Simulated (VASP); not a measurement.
# Al (I4/mmm) in VASP: notebook

Al is run at these levels: PBE+D3(BJ); tasks: single point.

Program: VASP 6.6.1. These are calculated values, not measurements. Logs are shortened: lines on timing, memory, paths and dates and some standing lists are left out, and cuts for length are marked.

### 1 The cell of the first run

It takes space group I4/mmm (No. 139, tetragonal). Conventional cell: a = 2.550 Å, b = 2.550 Å, c = 5.100 Å, α = 90.00°, β = 90.00°, γ = 90.00°. Al (site symmetry 4/mmm) has 12 Al at 2.55 to 3.12 Å within 3.4 Å.

### 2 Single point, PBE+D3(BJ)

The input, INCAR:

```
SYSTEM = Al
PREC = Accurate
ENCUT = 520
EDIFF = 1E-6
ISMEAR = 0
SIGMA = 0.15
LREAL = .False.
LASPH = .True.
NELM = 80
ALGO = Normal
ISIF = 2
LWAVE = .False.
LCHARG = .True.
GGA = PE
IVDW = 12
LELF = .True.
LVHAR = .True.
NBANDS = 8
```

The input, KPOINTS:

```
Automatic mesh
0
Gamma
  22 22 22
  0 0 0
```

The input, POSCAR:

```
Al
1.0
    0.0000000000      1.8032519626      2.5497982752
    1.8032519626      0.0000000000      2.5497982752
    1.8032519626      1.8032519626      0.0000000000
Al
1
Direct
    0.0000000000      0.0000000000      0.0000000000
```

Potentials or basis: VASP PAW PBE potentials, release 64 (Al).

On the command line:

```
> cat potpaw_PBE.64/Al/POTCAR > POTCAR
> mpirun -np 1 vasp_std > vasp.out
```

OUTCAR:

```text
SYSTEM = Al
   PREC = Accurate
   ENCUT = 520
   EDIFF = 1E-6
   ISMEAR = 0
   LREAL = .False.
   LASPH = .True.
   NELM = 80
   ISIF = 2
   GGA = PE
   IVDW = 12
 IVDW          = 12

 ion  position               nearest neighbor table
   1  0.000  0.000  0.000-

  LATTYP: Found a body centered tetragonal cell.
 ALAT       =     2.5501833819
 C/A-ratio  =     1.9996979773

  Lattice vectors:

 A1 = (  -1.8032519626,   0.0000000000,   2.5497982752)
 A2 = (   1.8032519626,   0.0000000000,   2.5497982752)
 A3 = (   0.0000000000,   1.8032519626,  -2.5497982752)

Analysis of symmetry for initial positions (statically):
=====================================================================
 Subroutine PRICEL returns:
 Original cell was already a primitive cell.

 Routine SETGRP: Setting up the symmetry group for a
 body centered tetragonal supercell.

 Subroutine GETGRP returns: Found 16 space group operations
 (whereof 16 operations were pure point group operations)
 out of a pool of 16 trial point group operations.

The static configuration has the point symmetry D_4h.

Analysis of symmetry for dynamics (positions and initial velocities):
=====================================================================
 Subroutine PRICEL returns:
 Original cell was already a primitive cell.

 Routine SETGRP: Setting up the symmetry group for a
 body centered tetragonal supercell.

 Subroutine GETGRP returns: Found 16 space group operations
 (whereof 16 operations were pure point group operations)
 out of a pool of 16 trial point group operations.

The dynamic configuration has the point symmetry D_4h.

 Subroutine INISYM returns: Found 16 space group operations
 (whereof 16 operations are pure point group operations),
 and found     1 'primitive' translations

----------------------------------------------------------------------------------------

                                     Primitive cell

  volume of cell :      16.5824

  direct lattice vectors                    reciprocal lattice vectors
     0.000000000  1.803251963  2.549798275    -0.277276837  0.277276837  0.196093944
     1.803251963  0.000000000  2.549798275     0.277276837 -0.277276837  0.196093944
     1.803251963  1.803251963  0.000000000     0.277276837  0.277276837 -0.196093944

  length of vectors
     3.123009588  3.123009588  2.550183382     0.438426417  0.438426417  0.438426417

  position of ions in fractional coordinates (direct lattice)
     0.000000000  0.000000000  0.000000000

  ion indices of the primitive-cell ions
   primitive index   ion index
                 1           1

----------------------------------------------------------------------------------------

 KPOINTS: Automatic mesh

Automatic generation of k-mesh.
 Grid dimensions read from file:
 generate k-points for:   22   22   22

 Generating k-lattice:

  Cartesian coordinates                     Fractional coordinates (reciprocal lattice)
    -0.012603493  0.012603493  0.008913361     0.045454545  0.000000000  0.000000000
     0.012603493 -0.012603493  0.008913361     0.000000000  0.045454545  0.000000000
     0.012603493  0.012603493 -0.008913361     0.000000000  0.000000000  0.045454545

  Length of vectors
     0.019928474  0.019928474  0.019928474

  Shift w.r.t. Gamma in fractional coordinates (k-lattice)
     0.000000000  0.000000000  0.000000000

 Subroutine IBZKPT returns following result:
 ===========================================

 Found    834 irreducible k-points:

 Following reciprocal coordinates:
            Coordinates               Weight
  0.000000  0.000000  0.000000      1.000000
  0.045455  0.000000  0.000000      8.000000
  0.090909  0.000000  0.000000      8.000000
  0.136364 -0.000000  0.000000      8.000000
  0.181818 -0.000000  0.000000      8.000000
  0.227273 -0.000000  0.000000      8.000000
[... 16 lines left out ...]
  0.500000  0.045455  0.000000      8.000000
 -0.454545  0.045455  0.000000      8.000000
 [... further k-points ...]
   k-points           NKPTS =    834   k-points in BZ     NKDIM =    834   number of bands    NBANDS=      8
   number of dos      NEDOS =    301   number of ions     NIONS =      1
   total plane-waves  NPLWV =  11520
   dimension x,y,z NGX =    24 NGY =   24 NGZ =   20
   dimension x,y,z NGXF=    48 NGYF=   48 NGZF=   40
   ions per type =               1
   NGX,Y,Z   is equivalent  to a cutoff of  12.78, 12.78, 13.04 a.u.
   NGXF,Y,Z  is equivalent  to a cutoff of  25.55, 25.55, 26.08 a.u.
 SYSTEM =  Al
   PREC   = accura    normal or accurate (medium, high low for compatibility)
   ISTART =      0    job   : 0-new  1-cont  2-samecut
   ICHARG =      2    charge: 1-file 2-atom 10-const
   ISPIN  =      1    spin polarized calculation?
   LNONCOLLINEAR =      F non collinear calculations
   LSORBIT =      F    spin-orbit coupling
   LASPH  =      T    aspherical Exc in radial PAW
   ENCUT  =  520.0 eV  38.22 Ry    6.18 a.u.   5.81  5.81  4.74*2*pi/ulx,y,z
[... 26 lines left out ...]
   GGA     = PE    functional components
   LHFCALC =     F    Hartree Fock is set to
   AEXX    =    0.0000 exact exchange contribution
   IVDW    =    12    specifies the selected vdW correction
   LEPSILON=     F    determine dielectric tensor
   LRPA    =     F    only Hartree local field effects (RPA)
 non-spin polarized calculation
 Gauss-broadening in eV      SIGMA  =   0.15
  energy-cutoff  :      520.00
  volume of cell :       16.58
 maximum number of plane-waves:       482
   NGX = 11   NGY = 11   NGZ =  9

 number of electron       3.0000000 magnetization

 Free energy of the ion-electron system (eV)
  ---------------------------------------------------
  ext. energy  EPLUGINS =         0.00000000
  ---------------------------------------------------
  free energy    TOTEN  =        -3.45268806 eV

  energy without entropy =       -3.44776482  energy(sigma->0) =       -3.45022644

 E-fermi :   7.7838     XC(G=0): -10.1556

 val. band max:        7.7741662929   @ k =  -0.4091   0.2727   0.0909
 cond. band min:       7.7885339892   @ k =   0.4091   0.2273   0.0000
 fundamental gap:      0.0143676963
 Fermi energy:         7.7837803497

 k-point     1 :       0.0000    0.0000    0.0000
  band No.  band energies     occupation
      1      -3.1769      2.00000
      2      17.8962      0.00000
      3      18.0546      0.00000
      4      19.0310      0.00000
      5      22.6273      0.00000
      6      22.6273      0.00000
      7      23.3283      0.00000
      8      23.3283      0.00000

 k-point     2 :       0.0455    0.0000    0.0000
  band No.  band energies     occupation
      1      -3.1182      2.00000
      2      17.1621      0.00000
      3      18.5987      0.00000
      4      18.8521      0.00000
      5      22.2588      0.00000
      6      22.4688      0.00000
      7      23.0530      0.00000
      8      23.5829      0.00000

 k-point     3 :       0.0909    0.0000    0.0000
  band No.  band energies     occupation
      1      -2.9423      2.00000
      2      16.4201      0.00000
      3      17.5688      0.00000
      4      19.5822      0.00000
      5      21.0765      0.00000
      6      22.2360      0.00000
      7      23.5627      0.00000
      8      24.1038      0.00000

 k-point     4 :       0.1364   -0.0000    0.0000
  band No.  band energies     occupation
      1      -2.6495      2.00000
      2      15.7100      0.00000
      3      16.1851      0.00000
      4      19.3232      0.00000
      5      21.0245      0.00000
      6      22.0654      0.00000
      7      24.2071      0.00000
      8      24.7532      0.00000

 k-point     5 :       0.1818   -0.0000    0.0000
  band No.  band energies     occupation
      1      -2.2407      2.00000
      2      14.4067      0.00000
      3      15.2938      0.00000
      4      18.4173      0.00000
      5      21.7448      0.00000
      6      21.9802      0.00000
      7      24.9204      0.00000
      8      25.5052      0.00000
[... 177 lines left out ...]
 k-point    22 :       0.4545    0.0455    0.0000
  band No.  band energies     occupation
      1       1.9453      2.00000
      2       5.8966      2.00000
      3      12.6338      0.00000
      4      16.3529      0.00000
      5      22.4894      0.00000
      6      24.2548      0.00000
      7      25.9440      0.00000
      8      28.0168      0.00000

 k-point    23 :       0.5000    0.0455    0.0000
  band No.  band energies     occupation
      1       3.0407      2.00000
      2       4.5827      2.00000
      3      12.7386      0.00000
      4      16.0429      0.00000
      5      22.9897      0.00000
      6      24.7232      0.00000
      7      25.2333      0.00000
      8      27.4143      0.00000

 k-point    24 :      -0.4545    0.0455    0.0000
  band No.  band energies     occupation
      1       3.2577      2.00000
      2       4.3474      2.00000
      3      12.9460      0.00000
      4      15.8325      0.00000
      5      23.5273      0.00000
      6      24.6775      0.00000
      7      25.0597      0.00000
      8      26.9846      0.00000

 [... further k-points ...]

------------------------ aborting loop because EDIFF is reached ----------------------------------------

 Edisp (eV)   -0.33490

 E8    (eV) :    -0.1498

  FORCE on cell =-STRESS in cart. coord.  units (eV):
  Direction    XX          YY          ZZ          XY          YZ          ZX
  --------------------------------------------------------------------------------------
  -------------------------------------------------------------------------------------
  Total       1.59604     1.59604    -1.41637     0.00000    -0.00000     0.00000
  in kB     154.20727   154.20727  -136.84799     0.00000    -0.00000     0.00000
  external pressure =       57.19 kB  Pullay stress =        0.00 kB

 VOLUME and BASIS-vectors are now :
 -----------------------------------------------------------------------------
  energy-cutoff  :      520.00
  volume of cell :       16.58
      direct lattice vectors                 reciprocal lattice vectors
     0.000000000  1.803251963  2.549798275    -0.277276837  0.277276837  0.196093944
     1.803251963  0.000000000  2.549798275     0.277276837 -0.277276837  0.196093944
     1.803251963  1.803251963  0.000000000     0.277276837  0.277276837 -0.196093944

 POSITION                                       TOTAL-FORCE (eV/Angst)
 -----------------------------------------------------------------------------------
      0.00000      0.00000      0.00000        -0.000000      0.000000      0.000000
 -----------------------------------------------------------------------------------
    total drift:                               -0.000000     -0.000000      0.000000

  FREE ENERGIE OF THE ION-ELECTRON SYSTEM (eV)
  ---------------------------------------------------
  free  energy   TOTEN  =        -3.7875835957 eV

  energy  without entropy=       -3.7826603520  energy(sigma->0) =       -3.78512197
```

It took 45 s on 1 thread of AMD EPYC 9R45 (Zen 5), shared host; peak memory 0.19 GiB.

What came out:

```yaml
Free_energy: -3.7876 eV
Pressure: 5.7 GPa
Dispersion_energy_per_atom: -0.335 eV
```

Caveat: pairwise dispersion overbinds metals, which lowers pressure and volume.

### 3 Single point, PBE+D3(BJ)

This run uses another cell than the first one, of the same volume but with other edges.

The input, INCAR:

```
PREC     = Accurate       # precision mode
ENCUT    = 520            # plane-wave cutoff, eV
EDIFF    = 1E-6           # SCF threshold, eV
ISMEAR   = 0              # smearing method
SIGMA    = 0.15           # smearing width, eV
LREAL    = False          # projectors in reciprocal space
LASPH    = True           # aspherical terms in the spheres
NELM     = 100            # most SCF steps
ALGO     = Normal         # electronic algorithm
ISIF     = 2              # what is computed and relaxed
LWAVE    = False          # write WAVECAR
LCHARG   = True           # write CHGCAR
GGA      = PE             # functional
IVDW     = 12             # dispersion correction
LELF     = True           # ELF
LVHAR    = True         
NBANDS   = 8              # bands
```

The input, KPOINTS:

```
regular mesh
0
Gamma
  22 22 22
```

The input, POSCAR:

```
Al
1.0
    0.0000000000      2.1366492832      1.8161518907
    2.1366492832      0.0000000000      1.8161518907
    2.1366492832      2.1366492832      0.0000000000
Al
1
Direct
    0.0000000000      0.0000000000      0.0000000000
```

Potentials or basis: VASP PAW PBE potentials, release 64 (Al).

On the command line:

```
> cat potpaw_PBE.64/Al/POTCAR > POTCAR
> mpirun -np 1 vasp_std > vasp.out
```

Wall time 57 s (1 thread of AMD EPYC 9R45 (Zen 5), shared host); peak memory 0.19 GiB.

Results (log left out):

```yaml
Free_energy: -4.0381 eV
Pressure: -2.6 GPa
Dispersion_energy_per_atom: -0.334 eV
```

Stress tensor (GPa, compression positive):
```
-5.02  0.00  0.00
 0.00 -5.02  0.00
 0.00  0.00  2.19
```

Levels at points of the mesh, in eV from the Fermi level:
| k point | band 1 | band 2 | band 3 | band 4 |
| --- | --- | --- | --- | --- |
| (0.00, 0.00, 0.00) | -11.06 | 12.44 | 12.44 | 13.96 |
| (0.50, 0.00, 0.00) | -4.48 | -4.22 | 9.63 | 9.80 |
| (0.50, 0.50, 0.00) | -1.02 | 0.74 | 3.74 | 3.74 |
| (0.50, 0.00, 0.50) | -3.59 | -2.65 | 6.27 | 6.38 |

Caveat: pairwise dispersion overbinds metals, which lowers pressure and volume.

### 4 Single point, PBE+D3(BJ)

This run uses another cell than the first one, of the same volume but with other edges.

The input, INCAR:

```
SYSTEM = Al
PREC     = Accurate       ! precision mode
ENCUT    = 520            ! plane-wave cutoff, eV
EDIFF    = 1E-6           ! SCF threshold, eV
ISMEAR   = 0              ! smearing method
SIGMA    = 0.15           ! smearing width, eV
LREAL    = .False.        ! projectors in reciprocal space
LASPH    = .True.         ! aspherical terms in the spheres
NELM     = 60             ! most SCF steps
ALGO     = Normal         ! electronic algorithm
ISIF     = 2              ! what is computed and relaxed
LWAVE    = .False.        ! write WAVECAR
LCHARG   = .True.         ! write CHGCAR
GGA      = PE             ! functional
IVDW     = 12             ! dispersion correction
LELF     = .True.         ! ELF
LVHAR    = .True.       
NBANDS   = 8              ! bands
```

The input, KPOINTS:

```
regular mesh
0
Gamma
  22 22 22
  0 0 0
```

The input, POSCAR:

```
Al
1.0
    0.0000000000      1.9046381017      2.2855657221
    1.9046381017      0.0000000000      2.2855657221
    1.9046381017      1.9046381017      0.0000000000
Al
1
Direct
    0.0000000000      0.0000000000      0.0000000000
```

On the command line:

```
> cat potpaw_PBE.64/Al/POTCAR > POTCAR
> mpirun -np 1 vasp_std > vasp.out
```

Run time: 53 s. Hardware: 1 thread of AMD EPYC 9R45 (Zen 5), shared host; peak memory 0.18 GiB.

The run converged. Its results:

| Item | Value |
| --- | --- |
| Free energy | -4.0137 eV |
| Pressure | -1.2 GPa |
| Dispersion energy per atom | -0.334 eV |

Stress tensor (GPa, compression positive):
```
 2.90  0.00  0.00
 0.00  2.90  0.00
 0.00  0.00 -9.29
```

Levels at points of the mesh, in eV from the Fermi level:
```
           k point  band 1  band 2  band 3  band 4
(0.00, 0.00, 0.00)  -11.04   11.62   13.76   13.76
(0.50, 0.00, 0.00)   -4.46   -4.19    8.40    8.98
(0.50, 0.50, 0.00)   -4.27   -3.93    6.77    8.00
(0.50, 0.00, 0.50)   -1.92   -0.26    4.14    5.01
```

Caveat: pairwise dispersion overbinds metals, which lowers pressure and volume.

### 5 Single point, PBE+D3(BJ)

This run uses another cell than the first one, of the same volume but with other edges.

The input, INCAR:

```
SYSTEM = Al
ALGO = Fast
EDIFF = 1E-6
ENCUT = 520
GGA = PE
ISIF = 2
ISMEAR = 0
IVDW = 12
LASPH = .True.
LCHARG = .False.
LREAL = .False.
LWAVE = .False.
NBANDS = 8
NELM = 80
PREC = Accurate
SIGMA = 0.15
```

The input, KPOINTS:

```
k-points
0
Gamma
  22 22 22
  0 0 0
```

The input, POSCAR:

```
Al
1.0
    0.0000000000      2.1987440765      1.7150203797
    2.1987440765      0.0000000000      1.7150203797
    2.1987440765      2.1987440765      0.0000000000
Al
1
Direct
    0.0000000000      0.0000000000      0.0000000000
```

On the command line:

```
> cat potpaw_PBE.64/Al/POTCAR > POTCAR
> mpirun -np 1 vasp_std > vasp.out
```

It took 57 s on 1 thread of AMD EPYC 9R45 (Zen 5), shared host; peak memory 0.19 GiB.

It converged, with:

| Quantity | Value |
| --- | --- |
| Free energy | -3.9991 eV |
| Pressure | -2.1 GPa |
| Dispersion energy per atom | -0.334 eV |

Stress tensor (GPa, compression positive):
```
-3.59  0.00  0.00
 0.00 -3.59  0.00
 0.00  0.00  0.92
```

Levels at points of the mesh, in eV from the Fermi level:
| k point | band 1 | band 2 | band 3 | band 4 | band 5 |
| --- | --- | --- | --- | --- | --- |
| (0.00, 0.00, 0.00) | -11.08 | 12.66 | 12.66 | 14.13 | 14.64 |
| (0.50, 0.00, 0.00) | -4.42 | -4.10 | 8.84 | 9.02 | 10.77 |
| (0.50, 0.50, 0.00) | 0.20 | 1.94 | 2.82 | 2.82 | 3.57 |
| (0.50, 0.00, 0.50) | -3.95 | -3.23 | 7.06 | 7.06 | 8.49 |

Caveat: pairwise dispersion overbinds metals, which lowers pressure and volume.

### 6 Single point, PBE+D3(BJ)

This run uses another cell than the first one, of the same volume but with other edges.

The input, INCAR:

```
SYSTEM = Al
ALGO = Normal
EDIFF = 1E-6
ENCUT = 520
GGA = PE
ISIF = 2
ISMEAR = 0
IVDW = 12
LASPH = .TRUE.
LCHARG = .TRUE.
LELF = .TRUE.
LREAL = .FALSE.
LVHAR = .TRUE.
LWAVE = .FALSE.
NBANDS = 8
NELM = 80
PREC = Accurate
SIGMA = 0.15
```

The input, KPOINTS:

```
k-points
0
G
  22 22 22
  0 0 0
```

The input, POSCAR:

```
Al
1.0
    0.0000000000      1.8544925768      2.4108403498
    1.8544925768      0.0000000000      2.4108403498
    1.8544925768      1.8544925768      0.0000000000
Al
1
Direct
    0.0000000000      0.0000000000      0.0000000000
```

Potentials or basis: VASP PAW PBE potentials, release 64 (Al).

On the command line:

```
> cat potpaw_PBE.64/Al/POTCAR > POTCAR
> mpirun -np 1 vasp_std > vasp.out
```

It took 46 s on 1 thread of AMD EPYC 9R45 (Zen 5), shared host; peak memory 0.18 GiB.

It converged, with:

- Free energy: -3.9273 eV
- Pressure: 1.7 GPa
- Dispersion energy per atom: -0.335 eV

Stress tensor (GPa, compression positive):
```
  8.09   0.00   0.00
  0.00   8.09   0.00
  0.00   0.00 -11.11
```

Levels at points of the mesh, in eV from the Fermi level:
```csv
k point,band 1,band 2,band 3,band 4
"(0.00, 0.00, 0.00)",-10.99,11.40,12.31,12.35
"(0.50, 0.00, 0.00)",-4.35,-4.00,7.21,7.98
"(0.50, 0.50, 0.00)",-4.84,-4.65,7.50,9.19
"(0.50, 0.00, 0.50)",-1.41,0.37,3.70,5.16
```

Caveat: pairwise dispersion overbinds metals, which lowers pressure and volume.

### 7 Summary

| cell | gap on the mesh (eV) | pressure (GPa) |
| --- | --- | --- |
| a = 3.123, b = 3.123, c = 2.550 Å, angles 65.9, 65.9, 48.2°, 1 atom | none | 5.7 |
| a = 2.804, b = 2.804, c = 3.022 Å, angles 57.4, 57.4, 65.2°, 1 atom | none | -2.6 |
| a = 2.975, b = 2.975, c = 2.694 Å, angles 63.1, 63.1, 53.8°, 1 atom | none | -1.2 |
| a = 2.789, b = 2.789, c = 3.109 Å, angles 56.1, 56.1, 67.8°, 1 atom | none | -2.1 |
| a = 3.042, b = 3.042, c = 2.623 Å, angles 64.5, 64.5, 51.1°, 1 atom | none | 1.7 |

Alike in all rows: task single point; level PBE+D3(BJ); potentials or basis VASP PAW PBE potentials, release 64 (Al); no spin polarisation; k mesh 22 × 22 × 22; cutoff (eV) 520; smearing gaussian 0.15 eV.

Caveats: pairwise dispersion overbinds metals, which lowers pressure and volume.

Total energies depend on the potentials used, so only differences within one code and one set of settings carry meaning.
